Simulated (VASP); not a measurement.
# Lu (I4_1/amd) in VASP: a series of runs, part 2 of 2

VASP 6.6.1. The steps go on from the part before.

## Step 3: Single point, PBE (13.10 Å³/atom)

The input, INCAR:

```
SYSTEM = Lu
PREC = Accurate ; ENCUT = 520
EDIFF = 1E-7 ; ISMEAR = -1
SIGMA = 0.05 ; LREAL = .FALSE.
LASPH = .TRUE. ; NELM = 100
ALGO = Normal ; ISIF = 2
LWAVE = .FALSE. ; LCHARG = .FALSE.
GGA = PE ; NBANDS = 32
```

The input, KPOINTS:

```
Automatic mesh
0
G
  15 15 15
  0 0 0
```

The input, POSCAR:

```
Lu
1.0
   -2.2417070968      2.2417070968      1.3033903962
    2.2417070968     -2.2417070968      1.3033903962
    2.2417070968      2.2417070968     -1.3033903962
Lu
2
Direct
   -0.3750000000     -0.1250000000     -0.2500000000
    0.3750000000      0.1250000000      0.2500000000
```

Potentials or basis: VASP PAW PBE potentials, release 64 (Lu).

On the command line:

```console
$ cat potpaw_PBE.64/Lu/POTCAR > POTCAR
$ mpirun -np 1 vasp_std > vasp.out
```

OUTCAR:

```text
SYSTEM = Lu
   PREC = Accurate
   ENCUT = 520
   EDIFF = 1E-7
   ISMEAR = -1
   LREAL = .FALSE.
   LASPH = .TRUE.
   NELM = 100
   ISIF = 2
   GGA = PE

 ion  position               nearest neighbor table
   1  0.625  0.875  0.750-   2 2.33   2 2.33   2 2.33   2 2.33   2 2.97   2 2.97   2 2.97   2 2.97

   2  0.375  0.125  0.250-   1 2.33   1 2.33   1 2.33   1 2.33   1 2.97   1 2.97   1 2.97   1 2.97

  LATTYP: Found a body centered tetragonal cell.
 ALAT       =     4.4834141936
 C/A-ratio  =     0.5814276085

  Lattice vectors:

 A1 = (  -2.2417070968,   2.2417070968,   1.3033903962)
 A2 = (   2.2417070968,  -2.2417070968,   1.3033903962)
 A3 = (   2.2417070968,   2.2417070968,  -1.3033903962)

Analysis of symmetry for initial positions (statically):
=====================================================================
 Subroutine PRICEL returns:
 Original cell was already a primitive cell.

 Routine SETGRP: Setting up the symmetry group for a
 body centered tetragonal supercell.

 Subroutine GETGRP returns: Found 16 space group operations
[... 163 lines left out ...]
  free energy    TOTEN  =        -0.15554672 eV

  energy without entropy =       -0.14328105  energy(sigma->0) =       -0.14941389

 E-fermi :   6.0527     XC(G=0): -15.3318

 val. band max:        6.0455624402   @ k =  -0.2667  -0.4667   0.1333
 cond. band min:       6.0589311344   @ k =   0.2667   0.2000   0.0000
 fundamental gap:      0.0133686942
 Fermi energy:         6.0527469585

 k-point     1 :       0.0000    0.0000    0.0000
  band No.  band energies     occupation
      1     -50.8503      2.00000
      2     -49.0569      2.00000
      3     -23.1716      2.00000
      4     -23.1716      2.00000
      5     -19.1591      2.00000
      6     -19.0665      2.00000
[... 829 lines left out ...]
     31      14.5958      0.00000
     32      17.6251      0.00000

 [... further k-points ...]

------------------------ aborting loop because EDIFF is reached ----------------------------------------

  FORCE on cell =-STRESS in cart. coord.  units (eV):
  Direction    XX          YY          ZZ          XY          YZ          ZX
  --------------------------------------------------------------------------------------
  -------------------------------------------------------------------------------------
  Total       24.7448282     24.7448282     24.0351267      0.0000000      0.0000000      0.0000000
  in kB     1513.2224752   1513.2224752   1469.8220438      0.0000000      0.0000000      0.0000000
  external PRESSURE =    1498.7556647 kB  Pullay stress =       0.0000000 kB

 VOLUME and BASIS-vectors are now :
 -----------------------------------------------------------------------------
  energy-cutoff  :      520.00
  volume of cell :       26.20
      direct lattice vectors                 reciprocal lattice vectors
    -2.241707097  2.241707097  1.303390396     0.000000000  0.223044304  0.383614918
     2.241707097 -2.241707097  1.303390396     0.223044304  0.000000000  0.383614918
     2.241707097  2.241707097 -1.303390396     0.223044304  0.223044304  0.000000000

 POSITION                                       TOTAL-FORCE (eV/Angst)
 -----------------------------------------------------------------------------------
      2.24171      1.12085      0.97754        -0.000000     -0.000000      0.000000
      0.00000      1.12085      0.32585         0.000000      0.000000     -0.000000
 -----------------------------------------------------------------------------------
    total drift:                                0.000000      0.000000     -0.000000

  FREE ENERGIE OF THE ION-ELECTRON SYSTEM (eV)
  ---------------------------------------------------
  free  energy   TOTEN  =        -0.1555467202 eV

  energy  without entropy=       -0.1432810549  energy(sigma->0) =       -0.14941389
```

stdout:

```text
POSCAR found type information on POSCAR Lu
 POSCAR found :  1 types and       2 ions
 scaLAPACK will be used
 LDA part: xc-table for (Slater+PW92), standard interpolation
 POSCAR, INCAR and KPOINTS ok, starting setup
 FFT: planning ... GRIDC
 FFT: planning ... GRID_SOFT
 FFT: planning ... GRID
 WAVECAR not read
 entering main loop
```

Wall time 10 min (1 thread of Intel Xeon 8259CL, shared host); peak memory 0.33 GiB.

What came out:

```
Free energy            : -0.1555 eV
Pressure               : 149.9 GPa
Band gap on the k mesh : zero (bands 25 and 26 overlap by 3.40 eV)
```

Levels at points of the mesh, in eV from the Fermi level:
```tsv
k point	band 21	band 22	band 23	band 24	band 25	band 26	band 27	band 28	band 29	band 30
(0.00, 0.00, 0.00)	-4.97	-4.96	-4.95	-4.81	-1.20	-0.60	1.23	5.27	5.27	6.01
```

Caveat: the cell stands under pressure; spin-orbit coupling is left out, which moves the levels of the heavy elements.

## Step 4: Single point, PBE

This run uses another cell than the first one, of 15.23 Å³/atom.

The input, INCAR:

```
PREC = Accurate
ENCUT = 520
EDIFF = 1E-6
ISMEAR = -1
SIGMA = 0.05
LREAL = F
LASPH = T
NELM = 60
ALGO = Normal
ISIF = 2
LWAVE = F
LCHARG = F
GGA = PE
NBANDS = 32
```

The input, KPOINTS:

```
regular mesh
0
Gamma
  15 15 15
```

The input, POSCAR:

```
Lu
1.0
   -2.3642580894      2.3642580894      1.3625235942
    2.3642580894     -2.3642580894      1.3625235942
    2.3642580894      2.3642580894     -1.3625235942
Lu
2
Direct
   -0.3750000000     -0.1250000000     -0.2500000000
    0.3750000000      0.1250000000      0.2500000000
```

Potentials or basis: VASP PAW PBE potentials, release 64 (Lu).

On the command line:

```console
$ cat potpaw_PBE.64/Lu/POTCAR > POTCAR
$ mpirun -np 1 vasp_std > vasp.out
```

OUTCAR:

```text
PREC = Accurate
   ENCUT = 520
   EDIFF = 1E-6
   ISMEAR = -1
   LREAL = F
   LASPH = T
   NELM = 60
   ISIF = 2
   GGA = PE

 ion  position               nearest neighbor table
   1  0.625  0.875  0.750-   2 2.46   2 2.46   2 2.46   2 2.46   2 3.13   2 3.13   2 3.13   2 3.13

   2  0.375  0.125  0.250-   1 2.46   1 2.46   1 2.46   1 2.46   1 3.13   1 3.13   1 3.13   1 3.13

  LATTYP: Found a body centered tetragonal cell.
 ALAT       =     4.7285161788
[... 1030 lines left out ...]
 [... further k-points ...]

------------------------ aborting loop because EDIFF is reached ----------------------------------------

  FORCE on cell =-STRESS in cart. coord.  units (eV):
  Direction    XX          YY          ZZ          XY          YZ          ZX
  --------------------------------------------------------------------------------------
  -------------------------------------------------------------------------------------
  Total       16.9751648     16.9751648     16.5024776      0.0000000     -0.0000000     -0.0000000
  in kB      892.7519174    892.7519174    867.8925159      0.0000000     -0.0000000     -0.0000000
  external PRESSURE =     884.4654502 kB  Pullay stress =       0.0000000 kB

 VOLUME and BASIS-vectors are now :
 -----------------------------------------------------------------------------
  energy-cutoff  :      520.00
  volume of cell :       30.46
      direct lattice vectors                 reciprocal lattice vectors
    -2.364258089  2.364258089  1.362523594     0.000000000  0.211482834  0.366966122
     2.364258089 -2.364258089  1.362523594     0.211482834  0.000000000  0.366966122
     2.364258089  2.364258089 -1.362523594     0.211482834  0.211482834  0.000000000

 POSITION                                       TOTAL-FORCE (eV/Angst)
 -----------------------------------------------------------------------------------
      2.36426      1.18213      1.02189         0.000000     -0.000000     -0.000000
      0.00000      1.18213      0.34063        -0.000000      0.000000      0.000000
 -----------------------------------------------------------------------------------
    total drift:                                0.000000      0.000000     -0.000000

  FREE ENERGIE OF THE ION-ELECTRON SYSTEM (eV)
  ---------------------------------------------------
  free  energy   TOTEN  =        -3.2534310347 eV

  energy  without entropy=       -3.2406804267  energy(sigma->0) =       -3.24705573
```

OSZICAR:

```text
N       E                     dE             d eps       ncg     rms          rms(c)
DAV:   1     0.198888831951E+03    0.19889E+03   -0.17747E+04 27104   0.491E+03
DAV:   2     0.212763911420E+02   -0.17761E+03   -0.16902E+03 19816   0.521E+02
DAV:   3    -0.198701251817E+01   -0.23263E+02   -0.22666E+02 24208   0.119E+02
DAV:   4    -0.385927508110E+01   -0.18723E+01   -0.18317E+01 28920   0.268E+01
DAV:   5    -0.390273658727E+01   -0.43462E-01   -0.43453E-01 23616   0.430E+00    0.911E+00
DAV:   6    -0.321898770941E+01    0.68375E+00   -0.32154E+00 29008   0.559E+01    0.486E+00
DAV:   7    -0.321874353006E+01    0.24418E-03   -0.37653E-01 28944   0.781E+00    0.215E+00
DAV:   8    -0.324582274938E+01   -0.27079E-01   -0.95166E-02 33424   0.180E+00    0.793E-01
DAV:   9    -0.325339819388E+01   -0.75754E-02   -0.16781E-02 26312   0.154E+00    0.215E-01
DAV:  10    -0.325342941508E+01   -0.31221E-04   -0.33736E-03 28024   0.109E+00    0.368E-02
DAV:  11    -0.325343252035E+01   -0.31053E-05   -0.27126E-04 27840   0.168E-01    0.130E-02
DAV:  12    -0.325343159664E+01    0.92371E-06   -0.26430E-05 27928   0.449E-02    0.363E-03
DAV:  13    -0.325343103473E+01    0.56191E-06   -0.15814E-06 16200   0.173E-02
   1 F= -.32534310E+01 E0= -.32470557E+01  d E =-.127506E-01
```

Wall time 10 min (1 thread of Intel Xeon 8259CL, shared host); peak memory 0.35 GiB.

Results:

* Free energy: -3.2534 eV
* Pressure: 88.4 GPa
* Band gap on the k mesh: zero (bands 25 and 26 overlap by 3.48 eV)

Caveat: the cell stands under pressure; spin-orbit coupling is left out, which moves the levels of the heavy elements.
